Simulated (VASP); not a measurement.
# ScTlCl4 (F-43m) in VASP: single point with PBE

Aim: the single point of ScTlCl4 with PBE.

Program: VASP 6.6.1. These are calculated values, not measurements. Logs are shortened: lines on timing, memory, paths and dates and some standing lists are left out, and cuts for length are marked.

## (1) The cell of the first run

The structure is cubic, space group F-43m (No. 216). The conventional cell has a = 8.707 Å, b = 8.707 Å, c = 8.707 Å, α = 90.00°, β = 90.00°, γ = 90.00°. Sc (site symmetry -43m) has 12 Cl at 3.61 Å and 4 Tl at 3.77 Å within 4.7 Å. Within 4.7 Å of Tl (site symmetry -43m) lie 12 Cl at 3.61 Å and 4 Sc at 3.77 Å. Within 4.0 Å of Cl (site symmetry 3m) lie 6 Cl at 3.04 to 3.11 Å and 3 Tl at 3.61 Å and 3 Sc at 3.61 Å.

## (2) Single point, PBE

Input file INCAR:

```
SYSTEM = ScTlCl4
PREC = Accurate ; ENCUT = 520
EDIFF = 1E-7 ; ISMEAR = 0
SIGMA = 0.1 ; LREAL = .False.
LASPH = .True. ; NELM = 100
ALGO = Normal ; ISIF = 2
LWAVE = .False. ; LCHARG = .True.
GGA = PE ; LELF = .True.
LVHAR = .True. ; NBANDS = 35
```

Input file KPOINTS:

```
Automatic mesh
0
Gamma
  4 4 4
  0 0 0
```

Input file POSCAR:

```
ScTlCl4
1.0
    0.0000000000      4.3536533700      4.3536533700
    4.3536533700      0.0000000000      4.3536533700
    4.3536533700      4.3536533700      0.0000000000
Sc Tl Cl
1 1 4
Direct
    0.0000000000      0.0000000000      0.0000000000
    0.7500000000      0.7500000000      0.7500000000
    0.8708212100      0.3763929300      0.3763929300
    0.3763929300      0.3763929300      0.3763929300
    0.3763929300      0.8708212100      0.3763929300
    0.3763929300      0.3763929300      0.8708212100
```

Potentials or basis: VASP PAW PBE potentials, release 64 (Sc_sv, Tl_d, Cl).

On the command line:

```console
cat potpaw_PBE.64/Sc_sv/POTCAR potpaw_PBE.64/Tl_d/POTCAR potpaw_PBE.64/Cl/POTCAR > POTCAR
mpirun -np 1 vasp_std > vasp.out
```

OUTCAR:

```text
SYSTEM = ScTlCl4
   PREC = Accurate
   ENCUT = 520
   EDIFF = 1E-7
   ISMEAR = 0
   LREAL = .False.
   LASPH = .True.
   NELM = 100
   ISIF = 2
   GGA = PE

 ion  position               nearest neighbor table
   1  0.000  0.000  0.000-   2 3.77   2 3.77   2 3.77   2 3.77
   2  0.750  0.750  0.750-   1 3.77   1 3.77   1 3.77   1 3.77
   3  0.871  0.376  0.376-
   4  0.376  0.376  0.376-
   5  0.376  0.871  0.376-
   6  0.376  0.376  0.871-

  LATTYP: Found a face centered cubic cell.
 ALAT       =     8.7073067400

  Lattice vectors:

 A1 = (   0.0000000000,   4.3536533700,   4.3536533700)
 A2 = (   4.3536533700,   0.0000000000,   4.3536533700)
 A3 = (   4.3536533700,   4.3536533700,   0.0000000000)

Analysis of symmetry for initial positions (statically):
=====================================================================
 Subroutine PRICEL returns:
 Original cell was already a primitive cell.

 Routine SETGRP: Setting up the symmetry group for a
 face centered cubic supercell.

 Subroutine GETGRP returns: Found 24 space group operations
 (whereof 24 operations were pure point group operations)
 out of a pool of 48 trial point group operations.

The static configuration has the point symmetry T_d .

Analysis of symmetry for dynamics (positions and initial velocities):
=====================================================================
 Subroutine PRICEL returns:
 Original cell was already a primitive cell.

 Routine SETGRP: Setting up the symmetry group for a
 face centered cubic supercell.

 Subroutine GETGRP returns: Found 24 space group operations
 (whereof 24 operations were pure point group operations)
 out of a pool of 48 trial point group operations.

The dynamic configuration has the point symmetry T_d .

 Subroutine INISYM returns: Found 24 space group operations
 (whereof 24 operations are pure point group operations),
 and found     1 'primitive' translations

----------------------------------------------------------------------------------------

                                     Primitive cell

  volume of cell :     165.0409

  direct lattice vectors                    reciprocal lattice vectors
     0.000000000  4.353653370  4.353653370    -0.114846075  0.114846075  0.114846075
     4.353653370  0.000000000  4.353653370     0.114846075 -0.114846075  0.114846075
     4.353653370  4.353653370  0.000000000     0.114846075  0.114846075 -0.114846075

  length of vectors
     6.156995642  6.156995642  6.156995642     0.198919236  0.198919236  0.198919236

  position of ions in fractional coordinates (direct lattice)
     0.000000000  0.000000000  0.000000000
     0.750000000  0.750000000  0.750000000
     0.870821210  0.376392930  0.376392930
     0.376392930  0.376392930  0.376392930
     0.376392930  0.870821210  0.376392930
     0.376392930  0.376392930  0.870821210

  ion indices of the primitive-cell ions
   primitive index   ion index
                 1           1
                 2           2
                 3           3
                 4           4
                 5           5
                 6           6

----------------------------------------------------------------------------------------

 KPOINTS: Automatic mesh

Automatic generation of k-mesh.
 Grid dimensions read from file:
 generate k-points for:    4    4    4

 Generating k-lattice:

  Cartesian coordinates                     Fractional coordinates (reciprocal lattice)
    -0.028711519  0.028711519  0.028711519     0.250000000  0.000000000  0.000000000
     0.028711519 -0.028711519  0.028711519     0.000000000  0.250000000  0.000000000
     0.028711519  0.028711519 -0.028711519     0.000000000  0.000000000  0.250000000

  Length of vectors
     0.049729809  0.049729809  0.049729809

  Shift w.r.t. Gamma in fractional coordinates (k-lattice)
     0.000000000  0.000000000  0.000000000

 Subroutine IBZKPT returns following result:
 ===========================================

 Found      8 irreducible k-points:

 Following reciprocal coordinates:
            Coordinates               Weight
  0.000000  0.000000  0.000000      1.000000
  0.250000  0.000000  0.000000      8.000000
  0.500000  0.000000  0.000000      4.000000
  0.250000  0.250000  0.000000      6.000000
  0.500000  0.250000  0.000000     24.000000
 -0.250000  0.250000  0.000000     12.000000
  0.500000  0.500000  0.000000      3.000000
 -0.250000  0.500000  0.250000      6.000000
   k-points           NKPTS =      8   k-points in BZ     NKDIM =      8   number of bands    NBANDS=     35
   number of dos      NEDOS =    301   number of ions     NIONS =      6
   total plane-waves  NPLWV = 110592
   dimension x,y,z NGX =    48 NGY =   48 NGZ =   48
   dimension x,y,z NGXF=    96 NGYF=   96 NGZF=   96
   ions per type =               1   1   4
   NGX,Y,Z   is equivalent  to a cutoff of  12.96, 12.96, 12.96 a.u.
   NGXF,Y,Z  is equivalent  to a cutoff of  25.92, 25.92, 25.92 a.u.
 SYSTEM =  ScTlCl4
   PREC   = accura    normal or accurate (medium, high low for compatibility)
   ISTART =      0    job   : 0-new  1-cont  2-samecut
   ICHARG =      2    charge: 1-file 2-atom 10-const
   ISPIN  =      1    spin polarized calculation?
   LNONCOLLINEAR =      F non collinear calculations
   LSORBIT =      F    spin-orbit coupling
   LASPH  =      T    aspherical Exc in radial PAW
   ENCUT  =  520.0 eV  38.22 Ry    6.18 a.u.  11.45 11.45 11.45*2*pi/ulx,y,z
   NELM   =    100;   NELMIN=  2; NELMDL= -5     # of ELM steps
   EDIFF  = 0.1E-06   stopping-criterion for ELM
   LREAL  =      F    real-space projection
   EDIFFG = 0.1E-05   stopping-criterion for IOM
   NSW    =      0    number of steps for IOM
   IBRION =     -1    ionic relax: 0-MD 1-quasi-New 2-CG
   NFREE  =      0    steps in history (QN), initial steepest desc. (CG)
   ISIF   =      2    stress and relaxation
   ISYM   =      2    0-nonsym 1-usesym 2-fastsym
   POTIM  = 0.5000    time-step for ionic-motion
   TEBEG  =    0.0;   TEEND  =   0.0 temperature during run
   PSTRESS=    0.0 pullay stress
   NELECT =      52.0000    total number of electrons
   NUPDOWN=      -1.0000    fix difference up-down
   EMIN   =  10.00;   EMAX   =-10.00  energy-range for DOS
   EFERMI =   0.00;   METHOD = LEGACY
   ISMEAR =     0;   SIGMA  =   0.10  broadening in eV -4-tet -1-fermi 0-gaus
   EFERMI_NEDOS =   21; number of points for ismear=-14 and -15
   IALGO  =     38    algorithm
   IMIX   =      4    mixing-type and parameters
     AMIX     =   0.40;   BMIX     =  1.00
     AMIX_MAG =   1.60;   BMIX_MAG =  1.00
  volume/ion in A,a.u.               =      27.51       185.63
  Fermi-wavevector in a.u.,A,eV,Ry     =   1.113984  2.105124 16.884276  1.240959
  Thomas-Fermi vector in A             =   2.250574
   LORBIT       =      0    0 simple, 1 ext, 2 COOP (PROOUT), +10 PAW based schemes
   GGA     = PE    functional components
   LHFCALC =     F    Hartree Fock is set to
   AEXX    =    0.0000 exact exchange contribution
   IVDW    =     0    specifies the selected vdW correction
   LEPSILON=     F    determine dielectric tensor
   LRPA    =     F    only Hartree local field effects (RPA)
 non-spin polarized calculation
 Gauss-broadening in eV      SIGMA  =   0.10
  energy-cutoff  :      520.00
  volume of cell :      165.04
 maximum number of plane-waves:      4477
 NGX is ok and might be reduce to    48
   NGX = 23   NGY = 23   NGZ = 23

 number of electron      51.9999996 magnetization

 Free energy of the ion-electron system (eV)
  ---------------------------------------------------
  ext. energy  EPLUGINS =         0.00000000
  ---------------------------------------------------
  free energy    TOTEN  =       -16.38592913 eV

  energy without entropy =      -16.31997281  energy(sigma->0) =      -16.35295097

 E-fermi :   2.6670     XC(G=0):  -8.7830

 val. band max:        2.6525011986   @ k =   0.0000   0.0000   0.0000
 cond. band min:       2.6671079830   @ k =   0.2500   0.0000   0.0000
 fundamental gap:      0.0146067844
 Fermi energy:         2.6669712405

 k-point     1 :       0.0000    0.0000    0.0000
  band No.  band energies     occupation
      1     -49.3300      2.00000
      2     -27.8906      2.00000
      3     -27.8906      2.00000
      4     -27.8906      2.00000
      5     -12.2365      2.00000
      6     -10.9149      2.00000
[... 27 lines left out ...]
     34       4.8718      0.00000
     35       4.8718      0.00000

 k-point     2 :       0.2500    0.0000    0.0000
  band No.  band energies     occupation
      1     -49.3300      2.00000
      2     -27.8907      2.00000
      3     -27.8906      2.00000
      4     -27.8906      2.00000
      5     -12.1149      2.00000
      6     -11.0864      2.00000
[... 27 lines left out ...]
     34       5.3110      0.00000
     35       6.5071      0.00000

 k-point     3 :       0.5000    0.0000    0.0000
  band No.  band energies     occupation
      1     -49.3300      2.00000
      2     -27.8907      2.00000
      3     -27.8906      2.00000
      4     -27.8906      2.00000
      5     -11.9357      2.00000
      6     -11.3140      2.00000
[... 27 lines left out ...]
     34       5.8079      0.00000
     35       6.0597      0.00000

 k-point     4 :       0.2500    0.2500    0.0000
  band No.  band energies     occupation
      1     -49.3300      2.00000
      2     -27.8906      2.00000
      3     -27.8906      2.00000
      4     -27.8906      2.00000
      5     -12.0680      2.00000
      6     -11.1460      2.00000
[... 27 lines left out ...]
     34       5.3415      0.00000
     35       7.0032      0.00000

 k-point     5 :       0.5000    0.2500    0.0000
  band No.  band energies     occupation
      1     -49.3300      2.00000
      2     -27.8907      2.00000
      3     -27.8906      2.00000
      4     -27.8906      2.00000
      5     -11.8551      2.00000
      6     -11.4000      2.00000
[... 27 lines left out ...]
     34       5.7778      0.00000
     35       6.9148      0.00000

 k-point     6 :      -0.2500    0.2500    0.0000
  band No.  band energies     occupation
      1     -49.3300      2.00000
      2     -27.8907      2.00000
      3     -27.8906      2.00000
      4     -27.8906      2.00000
      5     -11.9424      2.00000
      6     -11.2987      2.00000
[... 27 lines left out ...]
     34       5.7334      0.00000
     35       7.0491      0.00000

 k-point     7 :       0.5000    0.5000    0.0000
  band No.  band energies     occupation
      1     -49.3300      2.00000
      2     -27.8907      2.00000
      3     -27.8906      2.00000
      4     -27.8906      2.00000
      5     -11.6816      2.00000
      6     -11.5888      2.00000
[... 27 lines left out ...]
     34       5.7708      0.00000
     35       7.0259      0.00000

 k-point     8 :      -0.2500    0.5000    0.2500
  band No.  band energies     occupation
      1     -49.3300      2.00000
      2     -27.8907      2.00000
      3     -27.8907      2.00000
      4     -27.8906      2.00000
      5     -11.6801      2.00000
      6     -11.5848      2.00000
[... 27 lines left out ...]
     34       5.3522      0.00000
     35       6.9438      0.00000

------------------------ aborting loop because EDIFF is reached ----------------------------------------

  FORCE on cell =-STRESS in cart. coord.  units (eV):
  Direction    XX          YY          ZZ          XY          YZ          ZX
  --------------------------------------------------------------------------------------
  -------------------------------------------------------------------------------------
  Total       -2.4692695     -2.4692695     -2.4692695     -0.0000000      0.0000000     -0.0000000
  in kB      -23.9710758    -23.9710758    -23.9710758     -0.0000000      0.0000000     -0.0000000
  external PRESSURE =     -23.9710758 kB  Pullay stress =       0.0000000 kB

 VOLUME and BASIS-vectors are now :
 -----------------------------------------------------------------------------
  energy-cutoff  :      520.00
  volume of cell :      165.04
      direct lattice vectors                 reciprocal lattice vectors
     0.000000000  4.353653370  4.353653370    -0.114846075  0.114846075  0.114846075
     4.353653370  0.000000000  4.353653370     0.114846075 -0.114846075  0.114846075
     4.353653370  4.353653370  0.000000000     0.114846075  0.114846075 -0.114846075

 POSITION                                       TOTAL-FORCE (eV/Angst)
 -----------------------------------------------------------------------------------
      0.00000      0.00000      0.00000        -0.000000      0.000000     -0.000000
      6.53048      6.53048      6.53048        -0.000000     -0.000000     -0.000000
      3.27737      5.42994      5.42994        -0.163281      0.163281      0.163281
      3.27737      3.27737      3.27737        -0.163281     -0.163281     -0.163281
      5.42994      3.27737      5.42994         0.163281     -0.163281      0.163281
      5.42994      5.42994      3.27737         0.163281      0.163281     -0.163281
 -----------------------------------------------------------------------------------
    total drift:                               -0.000000     -0.000000     -0.000000

  FREE ENERGIE OF THE ION-ELECTRON SYSTEM (eV)
  ---------------------------------------------------
  free  energy   TOTEN  =       -16.3859291280 eV

  energy  without entropy=      -16.3199728138  energy(sigma->0) =      -16.35295097
```

Wall time 2.9 min (1 thread of Intel Xeon 8259CL, shared host); peak memory 0.34 GiB.

Results:

```yaml
Free_energy: -16.3859 eV
Pressure: -2.4 GPa
Largest_force: 0.283 eV/Å
Band_gap_on_the_k_mesh: zero (band 26 reaches 2.67 eV, above the bottom of band 27 at 2.65 eV)
```

Forces on the atoms (eV/Å):
```
Sc   0.000  0.000  0.000
Tl   0.000  0.000  0.000
Cl  -0.163  0.163  0.163
Cl  -0.163 -0.163 -0.163
Cl   0.163 -0.163  0.163
Cl   0.163  0.163 -0.163
```

Caveat: spin-orbit coupling is left out, which moves the levels of the heavy elements.
